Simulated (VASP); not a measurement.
Wanted: the native input for a VASP 6.6.1 run.

- Task: single point
- Functional: LDA
- Potentials or basis: VASP PAW LDA potentials, release 64 (Hf_pv, N)
- Cutoff: 600 eV
- k mesh: 10 × 10 × 10
- Occupations: fermi-dirac, width 0.05 eV
- Spin: no spin polarisation
- Dipole correction: no
- Further INCAR settings: ALGO = Normal; EDIFF = 1e-06; NBANDS = 14

The structure of HfN lies in POSCAR:

```
HfN
1.0
    0.0000000000      2.3002465274      2.3002465274
    2.3002465274      0.0000000000      2.3002465274
    2.3002465274      2.3002465274      0.0000000000
Hf N
1 1
Direct
    0.0000000000      0.0000000000      0.0000000000
    0.5000000000      0.5000000000      0.5000000000
```

One way to write it, as run:

INCAR

```
  PREC = Accurate
  ENCUT = 600
  EDIFF = 1E-6
  ISMEAR = -1
  SIGMA = 0.05
  LREAL = F
  LASPH = T
  NELM = 120
  ALGO = Normal
  ISIF = 2
  LWAVE = F
  LCHARG = F
  NBANDS = 14
  GGA_COMPAT = F
```

KPOINTS

```
Automatic mesh
0
Gamma
  10 10 10
```

Potentials or basis: VASP PAW LDA potentials, release 64 (Hf_pv, N).

Launch:

```console
$ cat potpaw_LDA.64/Hf_pv/POTCAR potpaw_LDA.64/N/POTCAR > POTCAR
$ mpirun -np 1 vasp_std > vasp.out
```

It gave:

The pressure is -23.2 GPa and the band gap on the k mesh is zero (an odd number of electrons rules out a gap without spin polarisation).

Caveat: the cell stands under tension; spin-orbit coupling is left out, which moves the levels of the heavy elements; an odd number of electrons without spin polarisation forces a metal; a magnetic or distorted state may lie lower.

Wall time 23 s on 1 thread of Intel(R) Xeon(R) Platinum 8259CL CPU @ 2.50GHz (Skylake/Cascade Lake), on a shared host, peak memory 0.15 GiB.
